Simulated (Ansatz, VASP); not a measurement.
**One calculation of GeSe5, two programs**

The input INCAR:

```
SYSTEM = GeSe5
ALGO = Normal ; EDIFF = 1E-6
ENCUT = 520 ; GGA = PS
ISIF = 2 ; ISMEAR = 0
LASPH = .True. ; LCHARG = .False.
LREAL = .False. ; LWAVE = .False.
NBANDS = 31 ; NELM = 60
PREC = Accurate ; SIGMA = 0.1
```

File KPOINTS:

```
k-points
0
Gamma
  6 6 6
  0 0 0
```

File POSCAR:

```
GeSe5
1.0
    3.5677254610      2.0598272553      3.4450146152
   -3.5677254610      2.0598272553      3.4450146152
    0.0000000000     -4.1196545106      3.4450146152
Ge Se
1 5
Direct
    0.5000000000      0.5000000000      0.5000000000
    0.5000000000      0.0000000000      0.5000000000
    0.5000000000      0.5000000000      0.0000000000
    0.0000000000      0.5000000000      0.5000000000
    0.1779797903      0.1779797903      0.1779797903
    0.8220202097      0.8220202097      0.8220202097
```

Input for Ansatz:

```yaml
crystal:
  lattice:
    - [3.567725461, 2.0598272553, 3.4450146152]
    - [-3.567725461, 2.0598272553, 3.4450146152]
    - [0.0, -4.1196545106, 3.4450146152]
  atoms:
    - { symbol: Ge, position: [0.5, 0.5, 0.5] }
    - { symbol: Se, position: [0.5, 0.0, 0.5] }
    - { symbol: Se, position: [0.5, 0.5, 0.0] }
    - { symbol: Se, position: [0.0, 0.5, 0.5] }
    - { symbol: Se, position: [0.1779797903, 0.1779797903, 0.1779797903] }
    - { symbol: Se, position: [0.8220202097, 0.8220202097, 0.8220202097] }
basis:
  ecutwfc: 420
kpoints:
  mp_grid: { grid: [6, 6, 6] }
  band_path:
    path:
      - [[0.0, 0.0, 0.0], [0.5, 0.5, 0.5], [0.59499812, 0.40500188, 0.5]]
      - [[0.5, -0.40500188, 0.40500188], [0.5, 0.0, 0.0], [0.0, 0.0, 0.0], [0.45250094, -0.45250094, 0.0]]
      - [[0.54749906, 0.0, 0.45250094], [0.5, 0.0, 0.5], [0.0, 0.0, 0.0]]
    npoints: 14
hamiltonian:
  xc: pbesol
scf:
  occupations: { method: gaussian, width: 0.1 }
  n_extra_bands: 15
output:
  forces: true
  stress: true
  eigenvalues: true
  populations: true
  dos: { projected: true, de: 0.02, nscf_kmesh: { grid: [8, 8, 8] } }
  bader: true
  write_density: true
  write_potential: true
  elf: true
  volumetric_format: npy
```

Alike in both runs: task single point; functional PBEsol; k mesh 6 × 6 × 6; occupations gaussian, width 0.1 eV; no spin polarisation.

|  | VASP | Ansatz |
| --- | --- | --- |
| version | VASP 6.6.1 | Ansatz 0.2.0 |
| potentials or method | VASP PAW PBE potentials, release 64 (Ge_d, Se), cutoff 520 eV | scalar-relativistic, plane waves, PAW |
| valence electrons in the cell | 44 | 94 |

```tsv
	VASP	Ansatz	Ansatz less VASP
gap on the k mesh at the Fermi level (eV)	none	none	-
pressure (GPa)	-2.8	-2.8	-0.08
traceless stress, the component that is largest in VASP (GPa)	-0.17	-0.19	-0.016
rms of the force components (eV/Å)	0.059	0.065	+0.0057
```

VASP's potentials were made for PBE, not for PBEsol. Atom by atom the forces differ by 0.006 eV/Å (rms over components). A gap of «none» marks a metal or a gap that the smearing closes. VASP's potentials hold 44 valence electrons a cell and Ansatz's 94, so a difference there can come from the potentials and not from the codes.
